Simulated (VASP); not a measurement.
Crystal: BN.

```
N B
1.0
     0.00000    1.81300    1.81300
     1.81300    0.00000    1.81300
     1.81300    1.81300    0.00000
N B
1 1
Direct
  0.25000 0.25000 0.25000
  0.00000 0.00000 0.00000
```

| Property | Result |
| --- | --- |
| Program | VASP 6.6.1 |
| Task | relaxation of cell and atoms |
| Functional | LDA |
| Potentials or basis | VASP PAW LDA potentials, release 64 (N, B) |
| Cutoff | 600 eV |
| k mesh | 13 × 13 × 13 |
| Occupations | fermi-dirac, width 0.05 eV |
| Spin | no spin polarisation |

At the start: pressure -13.6 GPa; volume 5.96 Å³/atom.

Task: How do energy, volume and symmetry change on relaxing?

Result: Over 3 steps the energy falls by 9.2 meV/atom and the volume is 5.75 Å³/atom (-3.5 %); space group F-43m (No. 216, to 0.05 Å).

Step by step:
```csv
step,energy change (eV),largest force (eV/Å),pressure (GPa),volume (Å³)
1,0.0000,0.0000,-13.56,11.92
2,0.0025,0.0000,16.24,11.07
3,-0.0185,0.0000,-0.10,11.50
```

Final structure:
```
N B
1.0
     0.00000    1.79141    1.79141
     1.79141    0.00000    1.79141
     1.79141    1.79141    0.00000
N B
1 1
Direct
  0.25000 0.25000 0.25000
  0.00000 0.00000 0.00000
```
